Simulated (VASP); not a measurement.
# Mo3W (P4/mmm) in VASP: a series of runs

The runs below take Mo3W through single point, with PBE.

All numbers are computed with VASP 6.6.1; they aren't measurements. Logs are shortened: lines on timing, memory, paths and dates and some standing lists are left out, and cuts for length are marked.

**1. The cell of the first run**

Symmetry: P4/mmm, No. 123, tetragonal system. The conventional cell has a = 4.476 Å, b = 4.476 Å, c = 3.175 Å, α = 90.00°, β = 90.00°, γ = 90.00°. Within 3.6 Å of Mo (site symmetry 4/mmm) lie 10 Mo at 2.74 to 3.18 Å and 4 W at 3.16 Å. Within 3.6 Å of Mo (site symmetry mmm) lie 10 Mo at 2.74 to 3.18 Å and 4 W at 2.74 Å. Within 3.6 Å of W (site symmetry 4/mmm) lie 12 Mo at 2.74 to 3.16 Å and 2 W at 3.18 Å.

**2. Single point, PBE, collinear spin**

INCAR

```
  ALGO = Fast
  EDIFF = 1E-7
  ENCUT = 520
  GGA = PE
  ISIF = 2
  ISMEAR = 0
  ISPIN = 2
  LASPH = T
  LCHARG = F
  LMAXMIX = 4
  LORBIT = 11
  LREAL = F
  LWAVE = F
  MAGMOM = 1 1 1 0
  NBANDS = 40
  NELM = 150
  PREC = Accurate
  SIGMA = 0.1
```

KPOINTS

```
k-points
0
Gamma
  4 4 6
```

POSCAR

```
Mo3W
1.0
    4.4755724965      0.0000000000      0.0000000000
    0.0000000000      4.4755724965      0.0000000000
    0.0000000000      0.0000000000      3.1754520979
Mo W
3 1
Direct
    0.0000000000      0.0000000000      0.0000000000
    0.5000000000      0.0000000000      0.5000000000
    0.0000000000      0.5000000000      0.5000000000
    0.5000000000      0.5000000000      0.0000000000
```

Potentials or basis: VASP PAW PBE potentials, release 64 (Mo_sv, W_sv).

Started as:

```bash
> cat potpaw_PBE.64/Mo_sv/POTCAR potpaw_PBE.64/W_sv/POTCAR > POTCAR
> mpirun -np 1 vasp_std > vasp.out
```

OUTCAR:

```text
EDIFF = 1E-7
   ENCUT = 520
   GGA = PE
   ISIF = 2
   ISMEAR = 0
   ISPIN = 2
   LASPH = T
   LORBIT = 11
   LREAL = F
   NELM = 150
   PREC = Accurate

 ion  position               nearest neighbor table
   1  0.000  0.000  0.000-   2 2.74   3 2.74   2 2.74   3 2.74   3 2.74   3 2.74   2 2.74   2 2.74
                             4 3.16   4 3.16   4 3.16   4 3.16
   2  0.500  0.000  0.500-   1 2.74   4 2.74   1 2.74   4 2.74   4 2.74   4 2.74   1 2.74   1 2.74
                             3 3.16   3 3.16   3 3.16   3 3.16
   3  0.000  0.500  0.500-   1 2.74   4 2.74   1 2.74   4 2.74   1 2.74   1 2.74   4 2.74   4 2.74
                             2 3.16   2 3.16   2 3.16   2 3.16
   4  0.500  0.500  0.000-   2 2.74   3 2.74   2 2.74   3 2.74   2 2.74   2 2.74   3 2.74   3 2.74
                             1 3.16   1 3.16   1 3.16   1 3.16

  LATTYP: Found a simple tetragonal cell.
 ALAT       =     4.4755724965
 C/A-ratio  =     0.7095074653

  Lattice vectors:

 A1 = (   4.4755724965,   0.0000000000,   0.0000000000)
 A2 = (   0.0000000000,   4.4755724965,   0.0000000000)
 A3 = (   0.0000000000,   0.0000000000,   3.1754520979)

Analysis of symmetry for initial positions (statically):
=====================================================================
 Subroutine PRICEL returns:
 Original cell was already a primitive cell.

 Routine SETGRP: Setting up the symmetry group for a
 simple tetragonal supercell.

 Subroutine GETGRP returns: Found 16 space group operations
 (whereof 16 operations were pure point group operations)
 out of a pool of 16 trial point group operations.

The static configuration has the point symmetry D_4h.

Analysis of symmetry for dynamics (positions and initial velocities):
=====================================================================
 Subroutine PRICEL returns:
 Original cell was already a primitive cell.

 Routine SETGRP: Setting up the symmetry group for a
 simple tetragonal supercell.

 Subroutine GETGRP returns: Found 16 space group operations
 (whereof 16 operations were pure point group operations)
 out of a pool of 16 trial point group operations.

The dynamic configuration has the point symmetry D_4h.

Analysis of structural, dynamic, and magnetic symmetry:
=====================================================================
 Subroutine PRICEL returns:
 Original cell was already a primitive cell.

 Routine SETGRP: Setting up the symmetry group for a
 simple tetragonal supercell.

 Subroutine GETGRP returns: Found 16 space group operations
 (whereof 16 operations were pure point group operations)
 out of a pool of 16 trial point group operations.

The overall configuration has the point symmetry D_4h.

 Subroutine INISYM returns: Found 16 space group operations
 (whereof 16 operations are pure point group operations),
 and found     1 'primitive' translations

----------------------------------------------------------------------------------------

                                     Primitive cell

  volume of cell :      63.6067

  direct lattice vectors                    reciprocal lattice vectors
     4.475572496  0.000000000  0.000000000     0.223435103  0.000000000  0.000000000
     0.000000000  4.475572496  0.000000000     0.000000000  0.223435103  0.000000000
     0.000000000  0.000000000  3.175452098     0.000000000  0.000000000  0.314915788

  length of vectors
     4.475572496  4.475572496  3.175452098     0.223435103  0.223435103  0.314915788

  position of ions in fractional coordinates (direct lattice)
     0.000000000  0.000000000  0.000000000
     0.500000000  0.000000000  0.500000000
     0.000000000  0.500000000  0.500000000
     0.500000000  0.500000000  0.000000000

  ion indices of the primitive-cell ions
   primitive index   ion index
                 1           1
                 2           2
                 3           3
                 4           4

----------------------------------------------------------------------------------------

 KPOINTS: k-points

Automatic generation of k-mesh.
 Grid dimensions read from file:
 generate k-points for:    4    4    6

 Generating k-lattice:

  Cartesian coordinates                     Fractional coordinates (reciprocal lattice)
     0.055858776  0.000000000  0.000000000     0.250000000  0.000000000  0.000000000
     0.000000000  0.055858776  0.000000000     0.000000000  0.250000000  0.000000000
     0.000000000  0.000000000  0.052485965     0.000000000  0.000000000  0.166666667

  Length of vectors
     0.055858776  0.055858776  0.052485965

  Shift w.r.t. Gamma in fractional coordinates (k-lattice)
     0.000000000  0.000000000  0.000000000

 Subroutine IBZKPT returns following result:
 ===========================================

 Found     24 irreducible k-points:

 Following reciprocal coordinates:
            Coordinates               Weight
  0.000000  0.000000  0.000000      1.000000
  0.250000  0.000000  0.000000      4.000000
  0.500000  0.000000  0.000000      2.000000
  0.250000  0.250000  0.000000      4.000000
  0.500000  0.250000  0.000000      4.000000
  0.500000  0.500000  0.000000      1.000000
[... 16 lines left out ...]
  0.500000  0.250000  0.500000      4.000000
  0.500000  0.500000  0.500000      1.000000
   k-points           NKPTS =     24   k-points in BZ     NKDIM =     24   number of bands    NBANDS=     40
   number of dos      NEDOS =    301   number of ions     NIONS =      4
   total plane-waves  NPLWV =  31104
   dimension x,y,z NGX =    36 NGY =   36 NGZ =   24
   dimension x,y,z NGXF=    72 NGYF=   72 NGZF=   48
   ions per type =               3   1
   NGX,Y,Z   is equivalent  to a cutoff of  13.37, 13.37, 12.56 a.u.
   NGXF,Y,Z  is equivalent  to a cutoff of  26.74, 26.74, 25.13 a.u.
 SYSTEM =  unknown system
   PREC   = accura    normal or accurate (medium, high low for compatibility)
   ISTART =      0    job   : 0-new  1-cont  2-samecut
   ICHARG =      2    charge: 1-file 2-atom 10-const
   ISPIN  =      2    spin polarized calculation?
   LNONCOLLINEAR =      F non collinear calculations
   LSORBIT =      F    spin-orbit coupling
   LASPH  =      T    aspherical Exc in radial PAW
   ENCUT  =  520.0 eV  38.22 Ry    6.18 a.u.   8.32  8.32  5.90*2*pi/ulx,y,z
   NELM   =    150;   NELMIN=  2; NELMDL= -5     # of ELM steps
   EDIFF  = 0.1E-06   stopping-criterion for ELM
   LREAL  =      F    real-space projection
   EDIFFG = 0.1E-05   stopping-criterion for IOM
   NSW    =      0    number of steps for IOM
   IBRION =     -1    ionic relax: 0-MD 1-quasi-New 2-CG
   NFREE  =      0    steps in history (QN), initial steepest desc. (CG)
   ISIF   =      2    stress and relaxation
   ISYM   =      2    0-nonsym 1-usesym 2-fastsym
   POTIM  = 0.5000    time-step for ionic-motion
   TEBEG  =    0.0;   TEEND  =   0.0 temperature during run
   PSTRESS=    0.0 pullay stress
   NELECT =      56.0000    total number of electrons
   NUPDOWN=      -1.0000    fix difference up-down
   EMIN   =  10.00;   EMAX   =-10.00  energy-range for DOS
   EFERMI =   0.00;   METHOD = LEGACY
   ISMEAR =     0;   SIGMA  =   0.10  broadening in eV -4-tet -1-fermi 0-gaus
   EFERMI_NEDOS =   21; number of points for ismear=-14 and -15
   IALGO  =     68    algorithm
   IMIX   =      4    mixing-type and parameters
     AMIX     =   0.40;   BMIX     =  1.00
     AMIX_MAG =   1.60;   BMIX_MAG =  1.00
  volume/ion in A,a.u.               =      15.90       107.31
  Fermi-wavevector in a.u.,A,eV,Ry     =   1.569049  2.965073 33.496396  2.461916
  Thomas-Fermi vector in A             =   2.670990
   LORBIT       =     11    0 simple, 1 ext, 2 COOP (PROOUT), +10 PAW based schemes
   GGA     = PE    functional components
   LHFCALC =     F    Hartree Fock is set to
   AEXX    =    0.0000 exact exchange contribution
   IVDW    =     0    specifies the selected vdW correction
   LEPSILON=     F    determine dielectric tensor
   LRPA    =     F    only Hartree local field effects (RPA)
 spin polarized calculation
 RMM-DIIS sequential band-by-band and
 Gauss-broadening in eV      SIGMA  =   0.10
  energy-cutoff  :      520.00
  volume of cell :       63.61
 maximum number of plane-waves:      1744
 NGX is ok and might be reduce to    36
   NGX = 17   NGY = 17   NGZ = 11

 number of electron      56.0000004 magnetization       0.0000086

 Free energy of the ion-electron system (eV)
  ---------------------------------------------------
  ext. energy  EPLUGINS =         0.00000000
  ---------------------------------------------------
  free energy    TOTEN  =       -45.76849373 eV

  energy without entropy =      -45.74866867  energy(sigma->0) =      -45.75858120

 E-fermi :  12.1582     XC(G=0): -13.3805

 val. band max:       12.0706777392   @ k =   0.5000   0.2500   0.0000
 cond. band min:      12.1638512054   @ k =   0.2500   0.0000   0.5000
 fundamental gap:      0.0931734662
 Fermi energy:        12.1581519576

 spin component 1

 k-point     1 :       0.0000    0.0000    0.0000
  band No.  band energies     occupation
      1     -62.0559      1.00000
      2     -49.1489      1.00000
      3     -48.9071      1.00000
      4     -48.8356      1.00000
      5     -26.3562      1.00000
      6     -26.3562      1.00000
[... 32 lines left out ...]
     39      17.1996      0.00000
     40      20.7944      0.00000

 k-point     2 :       0.2500    0.0000    0.0000
  band No.  band energies     occupation
      1     -62.0558      1.00000
      2     -49.1288      1.00000
      3     -48.9140      1.00000
      4     -48.8506      1.00000
      5     -26.3523      1.00000
      6     -26.3152      1.00000
[... 935 lines left out ...]
     39      17.8645      0.00000
     40      18.0664      0.00000

 k-point    24 :       0.5000    0.5000    0.5000
  band No.  band energies     occupation
      1     -62.0471      1.00000
      2     -49.0231      1.00000
      3     -48.9079      1.00000
      4     -48.9079      1.00000
      5     -26.4851      1.00000
      6     -26.3180      1.00000
[... 32 lines left out ...]
     39      17.0399      0.00000
     40      17.4244      0.00000
 Fermi energy:        12.1581519576

 spin component 2

 k-point     1 :       0.0000    0.0000    0.0000
  band No.  band energies     occupation
      1     -62.0559      1.00000
      2     -49.1489      1.00000
      3     -48.9071      1.00000
      4     -48.8356      1.00000
      5     -26.3562      1.00000
      6     -26.3562      1.00000
[... 32 lines left out ...]
     39      17.1996      0.00000
     40      20.7785      0.00000

 k-point     2 :       0.2500    0.0000    0.0000
  band No.  band energies     occupation
      1     -62.0558      1.00000
      2     -49.1289      1.00000
      3     -48.9139      1.00000
      4     -48.8506      1.00000
      5     -26.3523      1.00000
      6     -26.3152      1.00000
[... 935 lines left out ...]
     39      17.8645      0.00000
     40      18.0664      0.00000

 k-point    24 :       0.5000    0.5000    0.5000
  band No.  band energies     occupation
      1     -62.0471      1.00000
      2     -49.0231      1.00000
      3     -48.9079      1.00000
      4     -48.9079      1.00000
      5     -26.4852      1.00000
      6     -26.3180      1.00000
[... 32 lines left out ...]
     39      17.0399      0.00000
     40      17.4244      0.00000

------------------------ aborting loop because EDIFF is reached ----------------------------------------

  FORCE on cell =-STRESS in cart. coord.  units (eV):
  Direction    XX          YY          ZZ          XY          YZ          ZX
  --------------------------------------------------------------------------------------
  -------------------------------------------------------------------------------------
  Total        0.1899990      0.1899990      0.2111614      0.0000000      0.0000000      0.0000000
  in kB        4.7858499      4.7858499      5.3189066      0.0000000      0.0000000      0.0000000
  external PRESSURE =       4.9635355 kB  Pullay stress =       0.0000000 kB

 VOLUME and BASIS-vectors are now :
 -----------------------------------------------------------------------------
  energy-cutoff  :      520.00
  volume of cell :       63.61
      direct lattice vectors                 reciprocal lattice vectors
     4.475572496  0.000000000  0.000000000     0.223435103  0.000000000  0.000000000
     0.000000000  4.475572496  0.000000000     0.000000000  0.223435103  0.000000000
     0.000000000  0.000000000  3.175452098     0.000000000  0.000000000  0.314915788

 POSITION                                       TOTAL-FORCE (eV/Angst)
 -----------------------------------------------------------------------------------
      0.00000      0.00000      0.00000         0.000000      0.000000      0.000000
      2.23779      0.00000      1.58773         0.000000      0.000000      0.000000
      0.00000      2.23779      1.58773         0.000000      0.000000      0.000000
      2.23779      2.23779      0.00000         0.000000      0.000000      0.000000
 -----------------------------------------------------------------------------------
    total drift:                                0.000000      0.000000      0.000000

  FREE ENERGIE OF THE ION-ELECTRON SYSTEM (eV)
  ---------------------------------------------------
  free  energy   TOTEN  =       -45.7684937278 eV

  energy  without entropy=      -45.7486686653  energy(sigma->0) =      -45.75858120

 total charge

# of ion       s       p       d       tot
------------------------------------------
    1        2.375   6.208   3.864  12.448
    2        2.371   6.213   3.912  12.496
    3        2.371   6.213   3.912  12.496
    4        2.419   6.312   3.285  12.016
--------------------------------------------------
tot          9.535  24.947  14.972  49.455

 magnetization (x)

# of ion       s       p       d       tot
------------------------------------------
    1       -0.000  -0.000  -0.000  -0.000
    2        0.000   0.000   0.000   0.000
    3        0.000   0.000   0.000   0.000
    4       -0.000  -0.000  -0.000  -0.000
--------------------------------------------------
tot          0.000   0.000   0.000   0.000
```

Wall time 92 s (1 thread of Intel Xeon Platinum 8488C (Sapphire Rapids), shared host); peak memory 0.25 GiB.

Results:

```yaml
Free_energy: -45.7685 eV
Pressure: 0.5 GPa
Band_gap_on_the_k_mesh: zero (filled and empty bands overlap)
Net_moment: 0.00 μB per cell
Valence_electrons_inside_the_program's_atomic_spheres: Mo 12.45, 12.50 (each value once); W 12.02
```

Levels at points of the mesh, in eV from the Fermi level:
Spin up:
| k point | band 26 | band 27 | band 28 | band 29 | band 30 | band 31 |
| --- | --- | --- | --- | --- | --- | --- |
| (0.00, 0.00, 0.00) | -1.36 | 1.28 | 1.28 | 1.54 | 1.59 | 1.69 |
| (0.50, 0.00, 0.00) | -1.67 | -0.92 | -0.76 | 0.16 | 0.27 | 0.90 |
| (0.50, 0.50, 0.00) | -0.74 | -0.72 | -0.72 | -0.71 | -0.64 | -0.64 |
| (0.00, 0.00, 0.50) | -2.70 | -0.71 | -0.71 | -0.58 | -0.58 | 0.79 |
| (0.50, 0.00, 0.50) | -1.95 | -1.90 | -1.78 | 1.15 | 1.19 | 1.46 |
| (0.50, 0.50, 0.50) | 1.26 | 1.26 | 1.45 | 1.46 | 1.64 | 1.64 |
Spin down:
| k point | band 25 | band 26 | band 27 | band 28 | band 29 | band 30 | band 31 | band 32 |
| --- | --- | --- | --- | --- | --- | --- | --- | --- |
| (0.00, 0.00, 0.00) | -1.40 | -1.36 | 1.28 | 1.28 | 1.54 | 1.59 | 1.69 | 1.96 |
| (0.50, 0.00, 0.00) | -1.73 | -1.67 | -0.92 | -0.76 | 0.16 | 0.27 | 0.90 | 1.04 |
| (0.50, 0.50, 0.00) | -0.80 | -0.74 | -0.72 | -0.72 | -0.71 | -0.64 | -0.64 | -0.43 |
| (0.00, 0.00, 0.50) | -2.70 | -2.70 | -0.71 | -0.71 | -0.58 | -0.58 | 0.79 | 1.03 |
| (0.50, 0.00, 0.50) | -2.04 | -1.95 | -1.90 | -1.78 | 1.15 | 1.19 | 1.46 | 1.57 |
| (0.50, 0.50, 0.50) | 1.06 | 1.26 | 1.26 | 1.45 | 1.46 | 1.64 | 1.64 | 1.75 |

Caveat: spin-orbit coupling is left out, which moves the levels of the heavy elements.

**3. Single point, PBE**

INCAR

```
ALGO = Fast ; EDIFF = 1E-6
ENCUT = 520 ; GGA = PE
ISIF = 2 ; ISMEAR = 0
LASPH = True ; LCHARG = True
LELF = True ; LREAL = False
LVHAR = True ; LWAVE = False
NBANDS = 36 ; NELM = 100
PREC = Accurate ; SIGMA = 0.1
```

KPOINTS

```
k-points
0
Gamma
  10 10 14
```

POSCAR

```
Mo3W
1.0
    4.4782993508      0.0000000000      0.0000000000
    0.0000000000      4.4782993508      0.0000000000
    0.0000000000      0.0000000000      3.1670031601
Mo W
3 1
Direct
    0.0000000000      0.0000000000      0.0000000000
    0.5000000000      0.0000000000      0.5000000000
    0.0000000000      0.5000000000      0.5000000000
    0.5000000000      0.5000000000      0.0000000000
```

Potentials or basis: VASP PAW PBE potentials, release 64 (Mo_sv, W_sv).

Started as:

```bash
> cat potpaw_PBE.64/Mo_sv/POTCAR potpaw_PBE.64/W_sv/POTCAR > POTCAR
> mpirun -np 1 vasp_std > vasp.out
```

Run time: 4.2 min. Hardware: 1 thread of Intel Xeon Platinum 8488C (Sapphire Rapids), shared host; peak memory 0.42 GiB.

It converged, with:

```
Free energy            : -45.7811 eV
Pressure               : 0.5 GPa
Band gap on the k mesh : zero (bands 28 and 29 overlap by 2.15 eV)
```

Levels at points of the mesh, in eV from the Fermi level:
```csv
k point,band 25,band 26,band 27,band 28,band 29,band 30,band 31,band 32
"(0.00, 0.00, 0.00)",-1.33,-1.33,1.32,1.32,1.57,1.68,1.72,1.99
"(0.50, 0.00, 0.00)",-1.68,-1.62,-0.84,-0.68,0.21,0.32,0.97,1.07
"(0.50, 0.50, 0.00)",-0.72,-0.68,-0.68,-0.68,-0.64,-0.56,-0.56,-0.38
"(0.00, 0.00, 0.50)",-2.65,-2.65,-0.68,-0.68,-0.53,-0.53,0.83,1.08
"(0.50, 0.00, 0.50)",-1.98,-1.89,-1.83,-1.73,1.21,1.25,1.51,1.62
"(0.50, 0.50, 0.50)",1.13,1.32,1.32,1.52,1.53,1.72,1.72,1.84
```

Caveat: spin-orbit coupling is left out, which moves the levels of the heavy elements.
